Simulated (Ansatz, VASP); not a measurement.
**Two plane-wave programs on GdN**

INCAR

```
SYSTEM = GdN
ALGO = Normal ; EDIFF = 1E-8
ENCUT = 520 ; GGA = PE
ISIF = 2 ; ISMEAR = -1
ISPIN = 2 ; LASPH = .True.
LCHARG = .False. ; LEFG = .True.
LMAXMIX = 6 ; LORBIT = 11
LREAL = .False. ; LWAVE = .False.
MAGMOM = 7 0 ; NBANDS = 22
NELM = 150 ; PREC = Accurate
SIGMA = 0.03
```

KPOINTS

```
k-points
0
Gamma
  12 12 12
  0 0 0
```

POSCAR

```
GdN
1.0
    0.0000000000      2.6684715907      2.6684715907
    2.6684715907      0.0000000000      2.6684715907
    2.6684715907      2.6684715907      0.0000000000
Gd N
1 1
Direct
    0.0000000000      0.0000000000      0.0000000000
    0.2500000000      0.2500000000      0.2500000000
```

Input for Ansatz:

```yaml
crystal:
  lattice:
    - [0.0, 2.6684715907, 2.6684715907]
    - [2.6684715907, 0.0, 2.6684715907]
    - [2.6684715907, 2.6684715907, 0.0]
  atoms:
    - { symbol: Gd, position: [0.0, 0.0, 0.0], spin: 7.0 }
    - { symbol: "N", position: [0.25, 0.25, 0.25] }
magnetization:
  spin_polarized: true
kpoints:
  mp_grid: { grid: [12, 12, 12] }
  band_path:
    path:
      - [0.0, 0.0, 0.0]
      - [-0.5, -0.5, 0.0]
      - [-0.375, -0.375, 0.25]
      - [-0.375, 0.0, 0.375]
      - [0.0, 0.0, 0.0]
      - [0.0, 0.0, 0.5]
      - [-0.5, -0.25, 0.25]
      - [-0.5, -0.5, 0.0]
    npoints: 8
scf:
  occupations: { method: fermi_dirac, width: 0.03 }
hamiltonian:
  xc: pbe
  pseudopotentials: { kind: paw }
output:
  forces: true
  stress: true
  eigenvalues: true
  efg: { contact_densities: true }
  populations: true
  bader: true
  dos: { projected: true, de: 0.2, e_range: [-14, 8] }
```

Alike in both runs: task electric field gradients; functional PBE; k mesh 12 × 12 × 12; occupations fermi-dirac, width 0.03 eV; collinear spin.

```csv
,VASP,Ansatz
version,VASP 6.6.1,Ansatz 0.2.0
potentials or method,"VASP PAW PBE potentials, release 64 (Gd, N)","PAW with Ansatz's default frozen-core files, scalar-relativistic"
plane-wave cutoff (eV),520,420
valence electrons in the cell,23,23
```

Ansatz gave:

- gap on the k mesh at the Fermi level (eV): 1.17
- pressure (GPa): 0.0
- net moment per atom (μB): 3.50
- size of the moment on the site where the two differ most (μB): 6.79

What did VASP give for the same quantities?

gap on the k mesh at the Fermi level (eV): 1.18; pressure (GPa): 0.2; net moment per atom (μB): 3.50; size of the moment on the site where the two differ most (μB): 6.79.

Site moments also hang on the region over which each program counts them.

Spin-orbit coupling is off throughout.
